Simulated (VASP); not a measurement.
# Tl: single point with PBE

The system is Tl.

```
Tl
1.0
     0.00000    2.46634    2.46634
     2.46634    0.00000    2.46634
     2.46634    2.46634    0.00000
Tl
1
Direct
  0.00000 0.00000 0.00000
```

```yaml
Program: VASP 6.6.1
Task: single point
Functional: PBE
Potentials_or_basis: VASP PAW PBE potentials, release 64 (Tl_d)
Cutoff: 520 eV
k_mesh: 9 × 9 × 9
Occupations: fermi-dirac, width 0.05 eV
Spin: no spin polarisation
```

The pressure is 1.1 GPa.

Levels at points of the mesh, in eV from the Fermi level:
```csv
k point,band 2,band 3,band 4,band 5,band 6,band 7,band 8,band 9,band 10,band 11
"(0.00, 0.00, 0.00)",-11.51,-11.51,-11.27,-11.27,-9.68,9.92,9.92,9.92,10.92,13.80
```

Wall time 23 s on 1 thread of Intel(R) Xeon(R) Platinum 8175M CPU @ 2.50GHz (Skylake/Cascade Lake), with other jobs on the host, peak memory 0.15 GiB.

Caveat: spin-orbit coupling is left out, which moves the levels of the heavy elements.
